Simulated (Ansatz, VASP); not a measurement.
# WC in VASP and in Ansatz

```
W C
1.0
     2.90050    0.00000    0.00000
    -1.45025    2.51191    0.00000
     0.00000    0.00000    2.82900
W C
1 1
Direct
  0.00000 0.00000 0.09279
  0.66667 0.33333 0.50000
```

Change from the starting cell: all W atoms moved +0.263 Å, as atom 1 along Cartesian [0 0 1].

Alike in both runs: task single point; functional PBEsol; k mesh 6 × 6 × 6; occupations gaussian, width 0.15 eV; no spin polarisation.

|  | VASP | Ansatz |
| --- | --- | --- |
| version | VASP 6.6.1 | Ansatz 0.2.0 |
| potentials or method | VASP PAW PBE potentials, release 64 (W_sv, C), cutoff 520 eV | scalar-relativistic, plane waves, PAW |
| valence electrons in the cell | 18 | 18 |

|  | VASP | Ansatz | Ansatz less VASP |
| --- | --- | --- | --- |
| gap on the k mesh at the Fermi level (eV) | none | none | - |
| pressure (GPa) | 16.1 | 14.6 | -1.48 |
| traceless stress, the component that is largest in VASP (GPa) | 2.10 | 1.98 | -0.119 |
| rms of the force components (eV/Å) | 2.495 | 2.468 | -0.0270 |

VASP's potentials were made for PBE, not for PBEsol. Atom by atom the forces differ by 0.027 eV/Å (rms over components). A gap of «none» marks a metal or a gap that the smearing closes.

The k mesh is coarse, so the values compare programs but aren't converged. Neither program's run includes spin-orbit coupling.
